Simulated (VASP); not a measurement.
# CuAu in VASP: notebook

CuAu is run at these levels: PBE0, PBEsol-based screened hybrid with 25 % exact exchange, r2SCAN0, PBE; tasks: single point.

Program: VASP 6.6.1. These are calculated values, not measurements. Logs are shortened: lines on timing, memory, paths and dates and some standing lists are left out, and cuts for length are marked.

**1. The cell of the first run**

The structure is tetragonal, space group P4/mmm (No. 123). Conventional cell: a = 2.811 Å, b = 2.811 Å, c = 3.685 Å, α = 90.00°, β = 90.00°, γ = 90.00°. Au (site symmetry 4/mmm) has 8 Cu at 2.71 Å and 6 Au at 2.81 to 3.69 Å within 3.7 Å. Cu (site symmetry 4/mmm) has 8 Au at 2.71 Å and 6 Cu at 2.81 to 3.69 Å within 3.7 Å.

**2. Single point, PBE0**

The input, POSCAR:

```
CuAu
1.0
    2.8107494552      0.0000000000      0.0000000000
    0.0000000000      2.8107494552      0.0000000000
    0.0000000000      0.0000000000      3.6850000000
Au Cu
1 1
Direct
    0.0000000000      0.0000000000      0.0000000000
    0.5000000000      0.5000000000      0.5000000000
```

The input, INCAR.step1:

```
SYSTEM = CuAu
PREC = Accurate ; ENCUT = 520
EDIFF = 1E-5 ; ISMEAR = -1
SIGMA = 0.05 ; LREAL = .False.
LASPH = .True. ; NELM = 100
ALGO = Normal ; ISIF = 2
LWAVE = .True. ; GGA = PE
NBANDS = 18
```

The input, INCAR.step2:

```
SYSTEM = CuAu
PREC = Accurate ; ENCUT = 520
EDIFF = 1E-6 ; ISMEAR = -1
SIGMA = 0.05 ; LREAL = .False.
LASPH = .True. ; NELM = 100
ALGO = Normal ; ISIF = 2
LWAVE = .False. ; LCHARG = .True.
GGA = PE ; LHFCALC = .True.
AEXX = 0.25 ; PRECFOCK = Normal
LELF = .True. ; LVHAR = .True.
ISTART = 1 ; NBANDS = 18
```

The input, KPOINTS:

```
regular mesh
0
Gamma
  6 6 4
  0 0 0
```

Potentials or basis: VASP PAW PBE potentials, release 64 (Au, Cu).

Command:

```bash
$ cat potpaw_PBE.64/Au/POTCAR potpaw_PBE.64/Cu/POTCAR > POTCAR
$ cp INCAR.step1 INCAR
$ mpirun -np 1 vasp_std > vasp.out
$ cp INCAR.step2 INCAR
$ mpirun -np 1 vasp_std > vasp.out
```

OUTCAR:

```text
SYSTEM = CuAu
   PREC = Accurate
   ENCUT = 520
   EDIFF = 1E-6
   ISMEAR = -1
   LREAL = .False.
   LASPH = .True.
   NELM = 100
   ISIF = 2
   GGA = PE
   LHFCALC = .True.
   AEXX = 0.25
   PRECFOCK = Normal
   ISTART = 1

 ion  position               nearest neighbor table
   1  0.000  0.000  0.000-   2 2.71   2 2.71   2 2.71   2 2.71   2 2.71   2 2.71   2 2.71   2 2.71

   2  0.500  0.500  0.500-   1 2.71   1 2.71   1 2.71   1 2.71   1 2.71   1 2.71   1 2.71   1 2.71

  LATTYP: Found a simple tetragonal cell.
 ALAT       =     2.8107494552
 C/A-ratio  =     1.3110382333

  Lattice vectors:

 A1 = (   2.8107494552,   0.0000000000,   0.0000000000)
 A2 = (   0.0000000000,   2.8107494552,   0.0000000000)
 A3 = (   0.0000000000,   0.0000000000,   3.6850000000)

Analysis of symmetry for initial positions (statically):
=====================================================================
 Subroutine PRICEL returns:
 Original cell was already a primitive cell.

 Routine SETGRP: Setting up the symmetry group for a
 simple tetragonal supercell.

 Subroutine GETGRP returns: Found 16 space group operations
 (whereof 16 operations were pure point group operations)
 out of a pool of 16 trial point group operations.

The static configuration has the point symmetry D_4h.

Analysis of symmetry for dynamics (positions and initial velocities):
=====================================================================
 Subroutine PRICEL returns:
 Original cell was already a primitive cell.

 Routine SETGRP: Setting up the symmetry group for a
 simple tetragonal supercell.

 Subroutine GETGRP returns: Found 16 space group operations
 (whereof 16 operations were pure point group operations)
 out of a pool of 16 trial point group operations.

The dynamic configuration has the point symmetry D_4h.

 Subroutine INISYM returns: Found 16 space group operations
 (whereof 16 operations are pure point group operations),
 and found     1 'primitive' translations

----------------------------------------------------------------------------------------

                                     Primitive cell

  volume of cell :      29.1127

  direct lattice vectors                    reciprocal lattice vectors
     2.810749455  0.000000000  0.000000000     0.355776997  0.000000000  0.000000000
     0.000000000  2.810749455  0.000000000     0.000000000  0.355776997  0.000000000
     0.000000000  0.000000000  3.685000000     0.000000000  0.000000000  0.271370421

  length of vectors
     2.810749455  2.810749455  3.685000000     0.355776997  0.355776997  0.271370421

  position of ions in fractional coordinates (direct lattice)
     0.000000000  0.000000000  0.000000000
     0.500000000  0.500000000  0.500000000

  ion indices of the primitive-cell ions
   primitive index   ion index
                 1           1
                 2           2

----------------------------------------------------------------------------------------

 KPOINTS: regular mesh

Automatic generation of k-mesh.
 Grid dimensions read from file:
 generate k-points for:    6    6    4

 Generating k-lattice:

  Cartesian coordinates                     Fractional coordinates (reciprocal lattice)
     0.059296166  0.000000000  0.000000000     0.166666667  0.000000000  0.000000000
     0.000000000  0.059296166  0.000000000     0.000000000  0.166666667  0.000000000
     0.000000000  0.000000000  0.067842605     0.000000000  0.000000000  0.250000000

  Length of vectors
     0.059296166  0.059296166  0.067842605

  Shift w.r.t. Gamma in fractional coordinates (k-lattice)
     0.000000000  0.000000000  0.000000000

 Subroutine IBZKPT returns following result:
 ===========================================

 Found     30 irreducible k-points:

 Following reciprocal coordinates:
            Coordinates               Weight
  0.000000  0.000000  0.000000      1.000000
  0.166667  0.000000  0.000000      4.000000
  0.333333  0.000000  0.000000      4.000000
  0.500000  0.000000  0.000000      2.000000
  0.166667  0.166667  0.000000      4.000000
  0.333333  0.166667  0.000000      8.000000
[... 16 lines left out ...]
  0.333333  0.000000  0.500000      4.000000
  0.500000  0.000000  0.500000      2.000000
 [... further k-points ...]
   k-points           NKPTS =     30   k-points in BZ     NKDIM =    144   number of bands    NBANDS=     18
   number of dos      NEDOS =    301   number of ions     NIONS =      2
   total plane-waves  NPLWV =  16128
   dimension x,y,z NGX =    24 NGY =   24 NGZ =   28
   dimension x,y,z NGXF=    48 NGYF=   48 NGZF=   56
   ions per type =               1   1
   NGX,Y,Z   is equivalent  to a cutoff of  14.20, 14.20, 12.63 a.u.
   NGXF,Y,Z  is equivalent  to a cutoff of  28.39, 28.39, 25.26 a.u.
 SYSTEM =  CuAu
   PREC   = accura    normal or accurate (medium, high low for compatibility)
   ISTART =      1    job   : 0-new  1-cont  2-samecut
   ICHARG =      0    charge: 1-file 2-atom 10-const
[... 32 lines left out ...]
   LHFCALC =     T    Hartree Fock is set to
   PRECFOCK=normal    Normal, Fast or Accurate (Low or Medium for compatibility)
   ENCUT4O =  -1.0   cutoff for four orbital integrals eV
   NKREDX  =     1    reduce k-point grid by
   NKREDY  =     1    reduce k-point grid by
   NKREDZ  =     1    reduce k-point grid by
   AEXX    =    0.2500 exact exchange contribution
   HFSCREEN=    0.0000 screening length (either q_TF or 0.3 A-1)
   HFSCREENC=   0.0000 screening length for correlation (either q_TF or 0.3 A-1)
   ENCUTFOCK=  -1.0 apply spherical cutoff to Coloumb kernel
   IVDW    =     0    specifies the selected vdW correction
   LEPSILON=     F    determine dielectric tensor
   LRPA    =     F    only Hartree local field effects (RPA)
 non-spin polarized calculation
  energy-cutoff  :      520.00
  volume of cell :       29.11
 maximum number of plane-waves:       800
 NGX is ok and might be reduce to    24
  NGX = 16; NGY = 16; NGZ = 24

 number of electron      22.0000010 magnetization

 Free energy of the ion-electron system (eV)
  ---------------------------------------------------
  ext. energy  EPLUGINS =         0.00000000
  ---------------------------------------------------
  free energy    TOTEN  =        -7.62103599 eV

  energy without entropy =       -7.61892201  energy(sigma->0) =       -7.61997900

 E-fermi :   8.4685     XC(G=0):  -9.8939

 val. band max:        8.0586220322   @ k =   0.5000   0.1667   0.0000
 cond. band min:       8.5658625045   @ k =   0.3333   0.1667   0.5000
 fundamental gap:      0.5072404723
 Fermi energy:         8.4685151552

 k-point     1 :       0.0000    0.0000    0.0000
  band No.  band energies     occupation
      1      -2.7297      2.00000
      2       0.2192      2.00000
      3       0.3119      2.00000
      4       2.8261      2.00000
      5       2.8261      2.00000
      6       3.8212      2.00000
[... 10 lines left out ...]
     17      27.0432      0.00000
     18      27.3836      0.00000

 k-point     2 :       0.1667    0.0000    0.0000
  band No.  band energies     occupation
      1      -2.0288      2.00000
      2       0.4755      2.00000
      3       0.7925      2.00000
      4       2.4974      2.00000
      5       2.9963      2.00000
      6       3.7110      2.00000
[... 10 lines left out ...]
     17      27.3581      0.00000
     18      29.3028      0.00000

 k-point     3 :       0.3333    0.0000    0.0000
  band No.  band energies     occupation
      1      -0.4277      2.00000
      2       1.0446      2.00000
      3       1.7766      2.00000
      4       2.0490      2.00000
      5       3.1913      2.00000
      6       3.4424      2.00000
[... 10 lines left out ...]
     17      24.5509      0.00000
     18      27.4776      0.00000

 k-point     4 :       0.5000    0.0000    0.0000
  band No.  band energies     occupation
      1       0.4163      2.00000
      2       1.4166      2.00000
      3       1.5953      2.00000
      4       2.7438      2.00000
      5       2.9197      2.00000
      6       3.6782      2.00000
[... 375 lines left out ...]
      4       3.1850      2.00000
      5       3.2108      2.00000
      6       3.2168      2.00000
[... 10 lines left out ...]
     17      25.7881      0.00000
     18      28.6224      0.00000

 k-point    23 :       0.3333    0.0000    0.5000
  band No.  band energies     occupation
      1       0.1860      2.00000
      2       0.3152      2.00000
      3       2.7169      2.00000
      4       2.8331      2.00000
      5       2.9027      2.00000
      6       3.4728      2.00000
[... 10 lines left out ...]
     17      26.9279      0.00000
     18      28.4087      0.00000

 k-point    24 :       0.5000    0.0000    0.5000
  band No.  band energies     occupation
      1      -0.0463      2.00000
      2       0.2847      2.00000
      3       2.3888      2.00000
      4       2.7832      2.00000
      5       2.8164      2.00000
      6       3.9442      2.00000
[... 10 lines left out ...]
     17      26.5528      0.00000
     18      29.3042      0.00000

 [... further k-points ...]

------------------------ aborting loop because EDIFF is reached ----------------------------------------

  FORCE on cell =-STRESS in cart. coord.  units (eV):
  Direction    XX          YY          ZZ          XY          YZ          ZX
  --------------------------------------------------------------------------------------
  -------------------------------------------------------------------------------------
  Total        0.8114730      0.8114730      0.0053481      0.0000000      0.0000000      0.0000000
  in kB       44.6583712     44.6583712      0.2943255      0.0000000      0.0000000      0.0000000
  external PRESSURE =      29.8703560 kB  Pullay stress =       0.0000000 kB

 VOLUME and BASIS-vectors are now :
 -----------------------------------------------------------------------------
  energy-cutoff  :      520.00
  volume of cell :       29.11
      direct lattice vectors                 reciprocal lattice vectors
     2.810749455  0.000000000  0.000000000     0.355776997  0.000000000  0.000000000
     0.000000000  2.810749455  0.000000000     0.000000000  0.355776997  0.000000000
     0.000000000  0.000000000  3.685000000     0.000000000  0.000000000  0.271370421

 POSITION                                       TOTAL-FORCE (eV/Angst)
 -----------------------------------------------------------------------------------
      0.00000      0.00000      0.00000         0.000000      0.000000      0.000000
      1.40537      1.40537      1.84250         0.000000      0.000000      0.000000
 -----------------------------------------------------------------------------------
    total drift:                                0.000001      0.000001     -0.000001

  FREE ENERGIE OF THE ION-ELECTRON SYSTEM (eV)
  ---------------------------------------------------
  free  energy   TOTEN  =        -7.6210359878 eV

  energy  without entropy=       -7.6189220137  energy(sigma->0) =       -7.61997900
```

It took 60 min on 1 thread of Intel Xeon Platinum 8259CL at 2.50GHz (Skylake/Cascade Lake), shared host; peak memory 0.17 GiB.

Results:

* Free energy: -7.6210 eV
* Pressure: 3.0 GPa
* Band gap on the k mesh: zero (bands 11 and 12 overlap by 10.21 eV)

Stress tensor (GPa, compression positive):
```
4.47 0.00 0.00
0.00 4.47 0.00
0.00 0.00 0.03
```

Levels at points of the mesh, in eV from the Fermi level:
```csv
k point,band 9,band 10,band 11,band 12,band 13,band 14
"(0.00, 0.00, 0.00)",-3.26,-2.91,-2.91,2.90,9.54,11.48
"(0.50, 0.00, 0.00)",-4.13,-3.87,-1.98,-0.65,10.86,10.86
"(0.50, 0.50, 0.00)",-2.82,-2.73,1.29,1.29,6.39,8.33
"(0.00, 0.00, 0.50)",-4.01,-4.01,-3.94,-3.69,15.87,16.22
"(0.50, 0.00, 0.50)",-3.11,-2.99,-1.45,-1.34,3.55,5.58
"(0.50, 0.50, 0.50)",-3.36,-2.76,6.52,6.52,6.93,7.71
```

Caveat: the k points lie up to 0.43 Å⁻¹ apart, too coarse for converged energies and pressures of a metal; the PAW data sets were made with another functional, which shifts forces and pressure a little; spin-orbit coupling is left out, which moves the levels of the heavy elements.

**3. Single point, PBEsol-based screened hybrid with 25 % exact exchange**

POSCAR is that of step 2.

The input, INCAR.step1:

```
SYSTEM = CuAu
  PREC = Accurate
  ENCUT = 520
  EDIFF = 1E-5
  ISMEAR = -1
  SIGMA = 0.05
  LREAL = .FALSE.
  LASPH = .TRUE.
  NELM = 60
  ALGO = Normal
  ISIF = 2
  LWAVE = .TRUE.
  GGA = PE
  NBANDS = 18
```

The input, INCAR.step2:

```
SYSTEM = CuAu
  PREC = Accurate
  ENCUT = 520
  EDIFF = 1E-6
  ISMEAR = -1
  SIGMA = 0.05
  LREAL = .FALSE.
  LASPH = .TRUE.
  NELM = 60
  ALGO = Normal
  ISIF = 2
  LWAVE = .FALSE.
  LCHARG = .TRUE.
  GGA = PS
  LHFCALC = .TRUE.
  AEXX = 0.25
  HFSCREEN = 0.207
  PRECFOCK = Normal
  LELF = .TRUE.
  LVHAR = .TRUE.
  ISTART = 1
  NBANDS = 18
```

The input, KPOINTS:

```
Automatic mesh
0
G
  5 5 4
  0 0 0
```

Potentials or basis: VASP PAW PBE potentials, release 64 (Au, Cu).

Command:

```bash
$ cat potpaw_PBE.64/Au/POTCAR potpaw_PBE.64/Cu/POTCAR > POTCAR
$ cp INCAR.step1 INCAR
$ mpirun -np 1 vasp_std > vasp.out
$ cp INCAR.step2 INCAR
$ mpirun -np 1 vasp_std > vasp.out
```

Run time: 19 min. Hardware: 1 thread of Intel Xeon Platinum 8259CL at 2.50GHz (Skylake/Cascade Lake), shared host; peak memory 0.26 GiB.

It converged, with:

- Free energy: -8.2645 eV
- Pressure: -3.6 GPa
- Band gap on the k mesh: zero (bands 11 and 12 overlap by 6.11 eV)

Stress tensor (GPa, compression positive):
```
-3.56  0.00  0.00
 0.00 -3.56  0.00
 0.00  0.00 -3.79
```

Levels at points of the mesh, in eV from the Fermi level:
```csv
k point,band 8,band 9,band 10,band 11,band 12,band 13,band 14,band 15
"(0.00, 0.00, 0.00)",-3.62,-3.02,-2.66,-2.66,2.38,8.97,10.92,10.92
"(0.00, 0.00, 0.50)",-3.85,-3.76,-3.76,-3.72,-3.46,15.35,15.66,15.66
```

Caveat: the k points lie up to 0.45 Å⁻¹ apart, too coarse for converged energies and pressures of a metal; the PAW data sets were made with another functional, which shifts forces and pressure a little; spin-orbit coupling is left out, which moves the levels of the heavy elements.

**4. Single point, r2SCAN0**

POSCAR is that of step 3.

The input, INCAR.step1:

```
SYSTEM = CuAu
  PREC = Accurate
  ENCUT = 520
  EDIFF = 1E-5
  ISMEAR = -1
  SIGMA = 0.05
  LREAL = .False.
  LASPH = .True.
  NELM = 60
  ALGO = Normal
  ISIF = 2
  LWAVE = .True.
  GGA = PE
  NBANDS = 18
```

The input, INCAR.step2:

```
SYSTEM = CuAu
  PREC = Accurate
  ENCUT = 520
  EDIFF = 1E-7
  ISMEAR = -1
  SIGMA = 0.05
  LREAL = .False.
  LASPH = .True.
  NELM = 60
  ALGO = Normal
  ISIF = 2
  LWAVE = .False.
  LCHARG = .True.
  METAGGA = R2SCAN
  LHFCALC = .True.
  AEXX = 0.25
  LMIXTAU = .True.
  PRECFOCK = Normal
  LELF = .True.
  LVHAR = .True.
  ISTART = 1
  NBANDS = 18
```

The input, KPOINTS:

```
Automatic mesh
0
Gamma
  5 5 4
  0 0 0
```

Command:

```bash
$ cat potpaw_PBE.64/Au/POTCAR potpaw_PBE.64/Cu/POTCAR > POTCAR
$ cp INCAR.step1 INCAR
$ mpirun -np 1 vasp_std > vasp.out
$ cp INCAR.step2 INCAR
$ mpirun -np 1 vasp_std > vasp.out
```

Run time: 28 min. Hardware: 1 thread of Intel Xeon Platinum 8259CL at 2.50GHz (Skylake/Cascade Lake), shared host; peak memory 0.16 GiB.

The run converged. Its results:

```yaml
Free_energy: -49.2331 eV
Pressure: -0.5 GPa
Band_gap_on_the_k_mesh: zero (bands 11 and 12 overlap by 7.02 eV)
```

Stress tensor (GPa, compression positive):
```
-0.37  0.00  0.00
 0.00 -0.37  0.00
 0.00  0.00 -0.90
```

Levels at points of the mesh, in eV from the Fermi level:
| k point | band 8 | band 9 | band 10 | band 11 | band 12 | band 13 | band 14 | band 15 |
| --- | --- | --- | --- | --- | --- | --- | --- | --- |
| (0.00, 0.00, 0.00) | -4.05 | -3.45 | -3.07 | -3.07 | 2.97 | 9.77 | 11.83 | 11.83 |
| (0.00, 0.00, 0.50) | -4.33 | -4.15 | -4.15 | -4.10 | -3.87 | 16.24 | 16.61 | 16.61 |

Caveat: the k points lie up to 0.45 Å⁻¹ apart, too coarse for converged energies and pressures of a metal; the PAW data sets were made with another functional, which shifts forces and pressure a little; spin-orbit coupling is left out, which moves the levels of the heavy elements.

**5. Single point, PBE**

This run uses another cell than the first one, of 15.14 Å³/atom.

The input, INCAR:

```
SYSTEM = CuAu
ALGO     = Fast           ! electronic algorithm
EDIFF    = 1E-7           ! SCF threshold, eV
ENCUT    = 520            ! plane-wave cutoff, eV
GGA      = PE             ! functional
ISIF     = 2              ! what is computed and relaxed
ISMEAR   = -1             ! smearing method
LASPH    = .TRUE.         ! aspherical terms in the spheres
LCHARG   = .FALSE.        ! write CHGCAR
LREAL    = .FALSE.        ! projectors in reciprocal space
LWAVE    = .FALSE.        ! write WAVECAR
NBANDS   = 18             ! bands
NELM     = 80             ! most SCF steps
PREC     = Accurate       ! precision mode
SIGMA    = 0.05           ! smearing width, eV
```

The input, KPOINTS:

```
k-points
0
G
  9 9 7
  0 0 0
```

POSCAR, as its differences from that of step 4:

```diff
@@ -2,3 +2,3 @@
 1.0
-    2.8107494552      0.0000000000      0.0000000000
+    2.9231794334      0.0000000000      0.0000000000
     0.0000000000      2.8107494552      0.0000000000
```

Command:

```bash
$ cat potpaw_PBE.64/Au/POTCAR potpaw_PBE.64/Cu/POTCAR > POTCAR
$ mpirun -np 1 vasp_std > vasp.out
```

Run time: 2 min. Hardware: 1 thread of AMD EPYC 7R43 (Zen 3), shared host; peak memory 0.14 GiB.

It converged, with:

```
Free energy            : -7.0695 eV
Pressure               : -1.1 GPa
Band gap on the k mesh : zero (bands 11 and 12 overlap by 5.23 eV)
```

Stress tensor (GPa, compression positive):
```
-2.58  0.00  0.00
 0.00  0.76  0.00
 0.00  0.00 -1.39
```

Levels at points of the mesh, in eV from the Fermi level:
```csv
k point,band 9,band 10,band 11,band 12,band 13,band 14
"(0.00, 0.00, 0.00)",-1.63,-1.44,-1.42,2.45,8.03,8.94
```

Caveat: spin-orbit coupling is left out, which moves the levels of the heavy elements.

**6. Summary**

| level | cell | k mesh | grid for exact exchange (PRECFOCK) | share of exact exchange | screening parameter | gap on the mesh (eV) | pressure (GPa) |
| --- | --- | --- | --- | --- | --- | --- | --- |
| PBE0 | a = 2.811, b = 2.811, c = 3.685 Å, 2 atoms | 6 × 6 × 4 | Normal | 0.25 | - | none | 3.0 |
| PBEsol-based screened hybrid with 25 % exact exchange | a = 2.811, b = 2.811, c = 3.685 Å, 2 atoms | 5 × 5 × 4 | Normal | 0.25 | 0.207 1/Å | none | -3.6 |
| r2SCAN0 | a = 2.811, b = 2.811, c = 3.685 Å, 2 atoms | 5 × 5 × 4 | Normal | 0.25 | - | none | -0.5 |
| PBE | a = 2.923, b = 2.811, c = 3.685 Å, 2 atoms | 9 × 9 × 7 | - | - | - | none | -1.1 |

Alike in all rows: task single point; potentials or basis VASP PAW PBE potentials, release 64 (Au, Cu); no spin polarisation; cutoff (eV) 520; smearing fermi-dirac 0.05 eV.

Caveats: some runs use coarse meshes; spin-orbit coupling is left out, which moves the levels of the heavy elements; the PAW data sets were made with another functional, which shifts forces and pressure a little (at least some runs).

Absolute energies hang on the potentials; compare differences alone.
